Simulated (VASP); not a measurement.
# Bi (P6_3/mmc) in VASP: notebook, part 2 of 2

VASP 6.6.1. The steps go on from the part before.

**4. Single point, PBEsol (zz strain of -1 %)**

INCAR

```
SYSTEM = Bi
ALGO     = Normal         ! electronic algorithm
EDIFF    = 1E-6           ! SCF threshold, eV
ENCUT    = 520            ! plane-wave cutoff, eV
GGA      = PS             ! functional
ISIF     = 2              ! what is computed and relaxed
ISMEAR   = -1             ! smearing method
LASPH    = .True.         ! aspherical terms in the spheres
LCHARG   = .False.        ! write CHGCAR
LREAL    = .False.        ! projectors in reciprocal space
LWAVE    = .False.        ! write WAVECAR
NBANDS   = 22             ! bands
NELM     = 100            ! most SCF steps
PREC     = Accurate       ! precision mode
SIGMA    = 0.03           ! smearing width, eV
```

KPOINTS

```
k-points
0
Gamma
  9 9 3
  0 0 0
```

POSCAR

```
Bi
1.0
    4.5390002997      0.0000000000      0.0000000000
   -2.2695001499      3.9308895674      0.0000000000
    0.0000000000      0.0000000000     11.7107100000
Bi
2
Direct
    0.3333333333      0.6666666667      0.2500000000
    0.6666666667      0.3333333333      0.7500000000
```

Potentials or basis: VASP PAW PBE potentials, release 64 (Bi_d).

Started as:

```bash
$ cat potpaw_PBE.64/Bi_d/POTCAR > POTCAR
$ mpirun -np 1 vasp_std > vasp.out
```

OUTCAR:

```text
SYSTEM = Bi
   EDIFF = 1E-6
   ENCUT = 520
   GGA = PS
   ISIF = 2
   ISMEAR = -1
   LASPH = .True.
   LREAL = .False.
   NELM = 100
   PREC = Accurate

 ion  position               nearest neighbor table
   1  0.333  0.667  0.250-
   2  0.667  0.333  0.750-

  LATTYP: Found a hexagonal cell.
 ALAT       =     4.5390002997
 C/A-ratio  =     2.5800196578

  Lattice vectors:

 A1 = (   4.5390002997,   0.0000000000,   0.0000000000)
 A2 = (  -2.2695001499,   3.9308895674,   0.0000000000)
 A3 = (   0.0000000000,   0.0000000000,  11.7107100000)

Analysis of symmetry for initial positions (statically):
=====================================================================
 Subroutine PRICEL returns:
 Original cell was already a primitive cell.

 Routine SETGRP: Setting up the symmetry group for a
 hexagonal supercell.

 Subroutine GETGRP returns: Found 24 space group operations
 (whereof 12 operations were pure point group operations)
 out of a pool of 24 trial point group operations.

The static configuration has the point symmetry D_3d.
 The point group associated with its full space group is D_6h.

Analysis of symmetry for dynamics (positions and initial velocities):
=====================================================================
 Subroutine PRICEL returns:
 Original cell was already a primitive cell.

 Routine SETGRP: Setting up the symmetry group for a
 hexagonal supercell.

 Subroutine GETGRP returns: Found 24 space group operations
 (whereof 12 operations were pure point group operations)
 out of a pool of 24 trial point group operations.

The dynamic configuration has the point symmetry D_3d.
 The point group associated with its full space group is D_6h.

[... 107 lines left out ...]
   PSTRESS=    0.0 pullay stress
   NELECT =      30.0000    total number of electrons
   NUPDOWN=      -1.0000    fix difference up-down
   EMIN   =  10.00;   EMAX   =-10.00  energy-range for DOS
   EFERMI =   0.00;   METHOD = LEGACY
   ISMEAR =    -1;   SIGMA  =   0.03  broadening in eV -4-tet -1-fermi 0-gaus
   EFERMI_NEDOS =   21; number of points for ismear=-14 and -15
   IALGO  =     38    algorithm
   IMIX   =      4    mixing-type and parameters
     AMIX     =   0.40;   BMIX     =  1.00
     AMIX_MAG =   1.60;   BMIX_MAG =  1.00
  volume/ion in A,a.u.               =     104.47       705.02
  Fermi-wavevector in a.u.,A,eV,Ry     =   0.857243  1.619954  9.998447  0.734865
  Thomas-Fermi vector in A             =   1.974267
   LORBIT       =      0    0 simple, 1 ext, 2 COOP (PROOUT), +10 PAW based schemes
   GGA     = PS    functional components
   LHFCALC =     F    Hartree Fock is set to
   AEXX    =    0.0000 exact exchange contribution
   IVDW    =     0    specifies the selected vdW correction
   LEPSILON=     F    determine dielectric tensor
   LRPA    =     F    only Hartree local field effects (RPA)
 non-spin polarized calculation
  energy-cutoff  :      520.00
  volume of cell :      208.95
 maximum number of plane-waves:      5689
 NGX is ok and might be reduce to    36
   NGX = 17   NGY = 17   NGZ = 43

 number of electron      29.9999987 magnetization

 Free energy of the ion-electron system (eV)
  ---------------------------------------------------
  ext. energy  EPLUGINS =         0.00000000
  ---------------------------------------------------
  free energy    TOTEN  =        -3.38479558 eV

  energy without entropy =       -3.36365346  energy(sigma->0) =       -3.37422452

 E-fermi :  -1.1183     XC(G=0):  -5.4694

 val. band max:       -1.1207596681   @ k =   0.3333   0.1111   0.3333
 cond. band min:      -1.1118915843   @ k =   0.3333  -0.0000   0.3333
 fundamental gap:      0.0088680839
 Fermi energy:        -1.1183113874

 k-point     1 :       0.0000    0.0000    0.0000
  band No.  band energies     occupation
      1     -23.8931      2.00000
      2     -23.8931      2.00000
      3     -23.8875      2.00000
      4     -23.8875      2.00000
      5     -23.8875      2.00000
      6     -23.8875      2.00000
[... 589 lines left out ...]
     21       4.4330      0.00000
     22       4.9541      0.00000

------------------------ aborting loop because EDIFF is reached ----------------------------------------

  FORCE on cell =-STRESS in cart. coord.  units (eV):
  Direction    XX          YY          ZZ          XY          YZ          ZX
  --------------------------------------------------------------------------------------
  -------------------------------------------------------------------------------------
  Total       -6.7584484     -6.7584484     -0.5886251      0.0000000      0.0000000     -0.0000000
  in kB      -51.8230896    -51.8230896     -4.5135166      0.0000000      0.0000000     -0.0000000
  external PRESSURE =     -36.0532319 kB  Pullay stress =       0.0000000 kB

 VOLUME and BASIS-vectors are now :
 -----------------------------------------------------------------------------
  energy-cutoff  :      520.00
  volume of cell :      208.95
      direct lattice vectors                 reciprocal lattice vectors
     4.539000300  0.000000000  0.000000000     0.220312830  0.127197672  0.000000000
    -2.269500150  3.930889567  0.000000000     0.000000000  0.254395343  0.000000000
     0.000000000  0.000000000 11.710710000     0.000000000  0.000000000  0.085391919

 POSITION                                       TOTAL-FORCE (eV/Angst)
 -----------------------------------------------------------------------------------
     -0.00000      2.62059      2.92768        -0.000000     -0.000000      0.000000
      2.26950      1.31030      8.78303         0.000000      0.000000      0.000000
 -----------------------------------------------------------------------------------
    total drift:                               -0.000000      0.000000      0.000000

  FREE ENERGIE OF THE ION-ELECTRON SYSTEM (eV)
  ---------------------------------------------------
  free  energy   TOTEN  =        -3.3847955847 eV

  energy  without entropy=       -3.3636534606  energy(sigma->0) =       -3.37422452
```

It took 69 s on 1 thread of Intel Xeon Platinum 8259CL at 2.50GHz (Skylake/Cascade Lake), shared host; peak memory 0.36 GiB.

Results:

* Free energy: -3.3848 eV
* Pressure: -3.6 GPa
* Band gap on the k mesh: zero (band 15 reaches 0.31 eV, above the bottom of band 16 at -1.82 eV)

Stress tensor (GPa, compression positive):
```
-5.18  0.00  0.00
 0.00 -5.18  0.00
 0.00  0.00 -0.45
```

Levels at points of the mesh, in eV from the Fermi level:
```
           k point  band 13  band 14  band 15  band 16  band 17  band 18
(0.00, 0.00, 0.00)    -0.85    -0.32     1.43     1.43     1.44     1.44
```

Caveat: the cell differs from its parent crystal (zz strain of -1 %); the PAW data sets were made with another functional, which shifts forces and pressure a little; spin-orbit coupling is left out, which moves the levels of the heavy elements.

**5. The runs side by side**

```csv
cell,gap on the mesh (eV),pressure (GPa)
"a = 4.539, b = 4.539, c = 11.592 Å, angles 90.0, 90.0, 120.0°, 2 atoms",none,-3.7
"a = 4.494, b = 4.494, c = 11.829 Å, angles 90.0, 90.0, 120.0°, 2 atoms",none,-3.7
"a = 4.539, b = 4.539, c = 11.711 Å, angles 90.0, 90.0, 120.0°, 2 atoms",none,-3.6
```

Alike in all rows: task single point; level PBEsol; potentials or basis VASP PAW PBE potentials, release 64 (Bi_d); no spin polarisation; k mesh 9 × 9 × 3; cutoff (eV) 520; smearing fermi-dirac 0.03 eV.

Caveats: the PAW data sets were made with another functional, which shifts forces and pressure a little; spin-orbit coupling is left out, which moves the levels of the heavy elements.

Total energies depend on the potentials used, so only differences within one code and one set of settings carry meaning.
